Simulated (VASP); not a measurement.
CdS:

```
CELL_PARAMETERS angstrom
0.00000 3.07500 3.07500
3.07500 0.00000 3.07500
3.07500 3.07500 0.00000
ATOMIC_POSITIONS crystal
Cd 0.00000 0.00000 0.00000
S 0.25000 0.25000 0.25000
```

```yaml
Program: VASP 6.6.1
Task: relaxation of cell and atoms
Functional: PBE
Potentials_or_basis: VASP PAW PBE potentials, release 64 (Cd, S)
Cutoff: 500 eV
k_mesh: 6 × 6 × 6
Occupations: methfessel-paxton, width 0.02 eV
Spin: no spin polarisation
```

At the start: pressure -4.4 GPa; volume 29.08 Å³/atom.

**Question.** How do energy, volume and symmetry change on relaxing?

**Answer.** Over 3 steps the energy falls by 44.3 meV/atom and the volume is 26.16 Å³/atom (-10.0 %); space group F-43m (No. 216, to 0.1 Å) before and after.

Step by step:
| step | energy change (eV) | largest force (eV/Å) | pressure (GPa) | volume (Å³) |
| --- | --- | --- | --- | --- |
| 1 | 0.0000 | 0.0000 | -4.42 | 58.15 |
| 2 | -0.0872 | 0.0000 | 0.70 | 51.66 |
| 3 | -0.0886 | 0.0000 | 0.01 | 52.31 |

Final structure:
```cif
data_structure
_symmetry_space_group_name_H-M 'P 1'
_symmetry_Int_Tables_number 1
_cell_length_a 4.1980
_cell_length_b 4.1980
_cell_length_c 4.1980
_cell_angle_alpha 60.000
_cell_angle_beta 60.000
_cell_angle_gamma 60.000
_cell_volume 52.31
loop_
_atom_site_label
_atom_site_type_symbol
_atom_site_fract_x
_atom_site_fract_y
_atom_site_fract_z
_atom_site_occupancy
Cd1 Cd 0.00000 0.00000 0.00000 1
S1 S 0.25000 0.25000 0.25000 1
```
